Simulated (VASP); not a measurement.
O, 2 atoms in the cell. The structure is orthorhombic, space group Fmmm (No. 69). Conventional cell: a = 3.191 Å, b = 3.211 Å, c = 6.744 Å, α = 90.00°, β = 90.00°, γ = 90.00°. Within 1.5 Å of O (site symmetry mm2) lie 1 O at 1.09 Å. 

- Program: VASP 6.6.1
- Task: single point
- Functional: LDA
- Potentials or basis: VASP PAW LDA potentials, release 64 (O)
- Cutoff: 520 eV
- k mesh: 22 × 22 × 22
- Occupations: gaussian, width 0.15 eV
- Spin: no spin polarisation
- Dipole correction: no
- Further INCAR settings: ALGO = Normal; EDIFF = 1e-06; NBANDS = 13

Potentials or basis: VASP PAW LDA potentials, release 64 (O).

The run is started by

```console
$ cat potpaw_LDA.64/O/POTCAR > POTCAR
$ mpirun -np 1 vasp_std > vasp.out
```

Hardware: 1 thread of Intel Xeon 6975P-C (shared host).

Question: How long does it take, and how much memory?

Answer: Run time: 4.3 min on 1 thread of Intel Xeon 6975P-C (shared host), peak memory 0.34 GiB. Counts: scf iterations 11, k points 1530.
